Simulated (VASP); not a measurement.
Crystal: GePt.

```
Ge Pt
1.0
     0.00000    2.55948    2.55948
     2.55948    0.00000    2.55948
     2.55948    2.55948    0.00000
Ge Pt
1 1
Direct
  0.00000 0.00000 0.00000
  0.75000 0.75000 0.75000
```

* Program: VASP 6.6.1
* Task: relaxation of cell and atoms
* Functional: PBE
* Potentials or basis: VASP PAW PBE potentials, release 64 (Ge_d, Pt)
* Cutoff: 600 eV
* k mesh: 6 × 6 × 6
* Occupations: gaussian, width 0.1 eV
* Spin: no spin polarisation

At the start: pressure 58.1 GPa; volume 16.77 Å³/atom.

Q: Where does the relaxation end?

A: Over 5 steps the energy falls by 753.2 meV/atom and the volume is 22.32 Å³/atom (+33.1 %); space group F-43m (No. 216, to 0.05 Å).

Step by step:
```csv
step,energy change (eV),largest force (eV/Å),pressure (GPa),volume (Å³)
1,0.0000,0.0000,58.07,33.53
2,0.4580,0.0000,-13.28,72.52
3,-1.4879,0.0000,-3.41,46.31
4,-1.5036,0.0000,-1.33,45.25
5,-1.5064,0.0000,0.03,44.63
```

Final structure:
```
Ge Pt
1.0
     0.00000    2.81535    2.81535
     2.81535    0.00000    2.81535
     2.81535    2.81535    0.00000
Ge Pt
1 1
Direct
  0.00000 0.00000 0.00000
  0.75000 0.75000 0.75000
```

Caveat: the volume moved by over 15 % at a fixed basis, so the end points are rough.
